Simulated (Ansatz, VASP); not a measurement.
# One calculation of Al2O3, two programs

File INCAR:

```
SYSTEM = Al2O3
PREC = Accurate
ENCUT = 520
EDIFF = 1E-6
ISMEAR = 0
SIGMA = 0.1
LREAL = .FALSE.
LASPH = .TRUE.
NELM = 80
ALGO = Normal
ISIF = 2
LWAVE = .FALSE.
LCHARG = .FALSE.
GGA = PS
NBANDS = 35
```

File KPOINTS:

```
regular mesh
0
G
  6 6 6
  0 0 0
```

File POSCAR:

```
Al2O3
1.0
    2.3790760000      1.3735601700      4.3299000000
   -2.3790760000      1.3735601700      4.3299000000
    0.0000000000     -2.7471203400      4.3299000000
Al O
4 6
Direct
    0.3522900000      0.3522900000      0.3522900000
    0.1477100000      0.1477100000      0.1477100000
    0.6477100000      0.6477100000      0.6477100000
    0.8522900000      0.8522900000      0.8522900000
    0.5562100000      0.9437900000      0.2500000000
    0.2500000000      0.5562100000      0.9437900000
    0.9437900000      0.2500000000      0.5562100000
    0.4437900000      0.0562100000      0.7500000000
    0.7500000000      0.4437900000      0.0562100000
    0.0562100000      0.7500000000      0.4437900000
```

Input for Ansatz:

```yaml
crystal:
  lattice:
    - [2.379076, 1.37356017, 4.3299]
    - [-2.379076, 1.37356017, 4.3299]
    - [0.0, -2.74712034, 4.3299]
  atoms:
    - { symbol: Al, position: [0.35229, 0.35229, 0.35229] }
    - { symbol: Al, position: [0.14771, 0.14771, 0.14771] }
    - { symbol: Al, position: [0.64771, 0.64771, 0.64771] }
    - { symbol: Al, position: [0.85229, 0.85229, 0.85229] }
    - { symbol: O, position: [0.55621, 0.94379, 0.25] }
    - { symbol: O, position: [0.25, 0.55621, 0.94379] }
    - { symbol: O, position: [0.94379, 0.25, 0.55621] }
    - { symbol: O, position: [0.44379, 0.05621, 0.75] }
    - { symbol: O, position: [0.75, 0.44379, 0.05621] }
    - { symbol: O, position: [0.05621, 0.75, 0.44379] }
basis:
  ecutwfc: 420
kpoints:
  mp_grid: { grid: [6, 6, 6] }
hamiltonian:
  xc: pbesol
  pseudopotentials: { kind: paw, azcp: { folder: soft_1 } }
scf:
  occupations: { method: gaussian, width: 0.1 }
output:
  forces: true
  stress: true
  eigenvalues: true
```

Alike in both runs: task single point; functional PBEsol; k mesh 6 × 6 × 6; occupations gaussian, width 0.1 eV; no spin polarisation.

```csv
,VASP,Ansatz
version,VASP 6.6.1,Ansatz 0.2.0
potentials or method,"VASP PAW PBE potentials, release 64 (Al, O), cutoff 520 eV","scalar-relativistic, plane waves, PAW"
valence electrons in the cell,48,48
```

Ansatz gave:

| Property | Result |
| --- | --- |
| gap on the k mesh at the Fermi level (eV) | 6.14 |
| least direct gap on the mesh (eV) | 6.14 |
| pressure (GPa) | 2.0 |
| traceless stress, the component that is largest in VASP (GPa) | -0.61 |
| rms of the force components (eV/Å) | 0.033 |

Problem. What did VASP give for the same quantities?

Solution. gap on the k mesh at the Fermi level (eV): 6.14; least direct gap on the mesh (eV): 6.14; pressure (GPa): 2.2; traceless stress, the component that is largest in VASP (GPa): -0.65; rms of the force components (eV/Å): 0.031.

VASP's potentials were made for PBE, not for PBEsol, and Ansatz warns of the same on its side. Atom by atom the forces differ by 0.002 eV/Å (rms over components). The functional is the same, so the differences come from potentials, cutoffs and numerics.
